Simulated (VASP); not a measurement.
Set up this calculation in VASP 6.6.1, as the native input.

| Item | Value |
| --- | --- |
| Task | single point |
| Functional | r2SCAN |
| Potentials or basis | VASP PAW PBE potentials, release 64 (Na_pv, Ge_d, I) |
| Cutoff | 520 eV |
| k mesh | 4 × 4 × 4 |
| Occupations | gaussian, width 0.01 eV |
| Spin | no spin polarisation |
| Dipole correction | no |
| Further INCAR settings | ALGO = Normal; EDIFF = 1e-06; NBANDS = 29 |

The system is NaGeI3.

```
Na Ge I
1.0
     5.77149    0.00000    0.00000
     0.00000    5.88928    0.00000
     0.00000    0.00000    5.88928
Na Ge I
1 1 3
Direct
  0.00000 0.00000 0.00000
  0.50000 0.50000 0.50000
  0.50000 0.50000 0.00000
  0.50000 0.00000 0.50000
  0.00000 0.50000 0.50000
```

This cell differs from its parent crystal: uniaxial x strain -2.0%.

These files were run (other wordings do the same):

POSCAR

```
NaGeI3
1.0
    5.7714902406      0.0000000000      0.0000000000
    0.0000000000      5.8892757557      0.0000000000
    0.0000000000      0.0000000000      5.8892757557
Na Ge I
1 1 3
Direct
    0.0000000000      0.0000000000      0.0000000000
    0.5000000000      0.5000000000      0.5000000000
    0.5000000000      0.5000000000      0.0000000000
    0.5000000000      0.0000000000      0.5000000000
    0.0000000000      0.5000000000      0.5000000000
```

INCAR.step1

```
SYSTEM = NaGeI3
PREC = Accurate ; ENCUT = 520
ISMEAR = 0 ; SIGMA = 0.01
LREAL = .False. ; LASPH = .True.
NELM = 80 ; NBANDS = 29
GGA = PE ; ALGO = Normal
EDIFF = 1E-4 ; LWAVE = .True.
LCHARG = .False.
```

INCAR.step2

```
SYSTEM = NaGeI3
PREC = Accurate ; ENCUT = 520
EDIFF = 1E-6 ; ISMEAR = 0
SIGMA = 0.01 ; LREAL = .False.
LASPH = .True. ; NELM = 80
ALGO = Normal ; ISIF = 2
LWAVE = .False. ; LCHARG = .False.
METAGGA = R2SCAN ; LMIXTAU = .True.
NBANDS = 29 ; ISTART = 1
```

KPOINTS

```
regular mesh
0
Gamma
  4 4 4
  0 0 0
```

Potentials or basis: VASP PAW PBE potentials, release 64 (Na_pv, Ge_d, I).

Command:

```console
$ cat potpaw_PBE.64/Na_pv/POTCAR potpaw_PBE.64/Ge_d/POTCAR potpaw_PBE.64/I/POTCAR > POTCAR
$ cp INCAR.step1 INCAR
$ mpirun -np 1 vasp_std > vasp.out
$ cp INCAR.step2 INCAR
$ mpirun -np 1 vasp_std > vasp.out
```

It gave:

The pressure is 0.4 GPa. The band gap on the k mesh is 0.32 eV.

Caveat: the cell differs from its parent crystal (uniaxial x strain -2.0%); the PAW data sets were made with another functional, which shifts forces and pressure a little; spin-orbit coupling is left out, which moves the levels of the heavy elements.

Wall time 5.3 min on 1 thread of Intel(R) Xeon(R) Platinum 8488C (Sapphire Rapids), on a shared host, peak memory 0.41 GiB.
